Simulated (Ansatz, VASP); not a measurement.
# One calculation of Si32C, two programs

```
Si C
1.0
    -5.40194   -5.40194    5.40194
     5.40194   -5.40194   -5.40194
     5.40194    5.40194    5.40194
Si C
32 1
Direct
  0.26202 0.75539 0.75573
  0.00041 0.73468 0.99142
  0.49153 0.48587 0.73560
  0.25432 0.49243 0.00173
  0.00048 0.52744 0.25724
  0.74640 0.74736 0.23873
  0.49143 0.73520 0.48610
  0.00040 0.99099 0.73505
  0.74644 0.23836 0.74758
  0.50934 0.24416 0.99510
  0.22549 0.20828 0.20860
  0.00061 0.25690 0.52783
  0.73848 0.49372 0.49406
  0.77463 0.98300 0.98324
  0.50930 0.99479 0.24445
  0.25436 0.00143 0.49283
  0.25817 0.76008 0.50629
  0.00029 0.74359 0.74400
  0.47034 0.47409 0.47444
  0.25823 0.50599 0.76045
  0.00030 0.48622 0.99551
  0.74499 0.72818 0.98281
  0.50038 0.74453 0.24484
  0.00032 0.99514 0.48663
  0.74279 0.24824 0.50249
  0.50047 0.24457 0.74486
  0.25580 0.23793 0.98383
  0.00083 0.30596 0.30632
  0.74271 0.50226 0.24858
  0.74493 0.98239 0.72835
  0.52987 0.00380 0.00411
  0.25579 0.98353 0.23832
  0.00007 0.14473 0.14472
```

Alike in both runs: functional LDA; k mesh 3 × 3 × 3; occupations gaussian, width 0.02 eV; no spin polarisation.

Ansatz relaxed the structure, and its values are those at the end. VASP's run is a single point on that final structure, the one shown.

|  | VASP | Ansatz |
| --- | --- | --- |
| version | VASP 6.6.1 | Ansatz 0.2.0 |
| potentials or method | VASP PAW LDA potentials, release 64 (Si, C), cutoff 520 eV | scalar-relativistic, plane waves, PAW |
| valence electrons in the cell | 132 | 132 |

|  | VASP | Ansatz | Ansatz less VASP |
| --- | --- | --- | --- |
| gap on the k mesh at the Fermi level (eV) | none | none | - |
| rms of the force components (eV/Å) | 0.008 | 0.003 | -0.0042 |

LDA's correlation is that of Perdew and Zunger in VASP and of Perdew and Wang (1992) in Ansatz. A gap of «none» marks a metal or a gap that the smearing closes.
